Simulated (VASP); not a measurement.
A run of VASP 6.6.1:

Contents of INCAR:

```
PREC     = Accurate       # precision mode
ENCUT    = 520            # plane-wave cutoff, eV
EDIFF    = 1E-7           # SCF threshold, eV
ISMEAR   = 0              # smearing method
SIGMA    = 0.1            # smearing width, eV
LREAL    = False          # projectors in reciprocal space
LASPH    = True           # aspherical terms in the spheres
NELM     = 80             # most SCF steps
ALGO     = Normal         # electronic algorithm
ISIF     = 2              # what is computed and relaxed
LWAVE    = False          # write WAVECAR
LCHARG   = True           # write CHGCAR
GGA      = PE             # functional
LELF     = True           # ELF
LVHAR    = True         
NBANDS   = 23             # bands
```

The input KPOINTS:

```
Automatic mesh
0
Gamma
  12 12 12
```

The input POSCAR:

```
ScAl4N
1.0
    2.6810484412      1.5479040392      3.9674993415
   -2.6810484412      1.5479040392      3.9674993415
    0.0000000000     -3.0958080784      3.9674993415
Sc Al N
1 4 1
Direct
    0.0024477553      0.0024477553      0.0024477553
    0.3929905812      0.8855192288      0.3929905812
    0.3929905812      0.3929905812      0.8855192288
    0.8855192288      0.3929905812      0.3929905812
    0.7591034347      0.7591034347      0.7591034347
    0.3169484189      0.3169484189      0.3169484189
```

Potentials or basis: VASP PAW PBE potentials, release 64 (Sc_sv, Al, N).

Command:

```console
$ cat potpaw_PBE.64/Sc_sv/POTCAR potpaw_PBE.64/Al/POTCAR potpaw_PBE.64/N/POTCAR > POTCAR
$ mpirun -np 1 vasp_std > vasp.out
```

Hardware: 1 thread of Intel(R) Xeon(R) 6975P-C (Granite Rapids) (shared host).

**Question.** Estimate the wall time of this run.

**Answer.** Wall time 4.6 min on 1 thread of Intel(R) Xeon(R) 6975P-C (Granite Rapids), on a shared host, peak memory 0.55 GiB. Counts: scf iterations 17, k points 189.
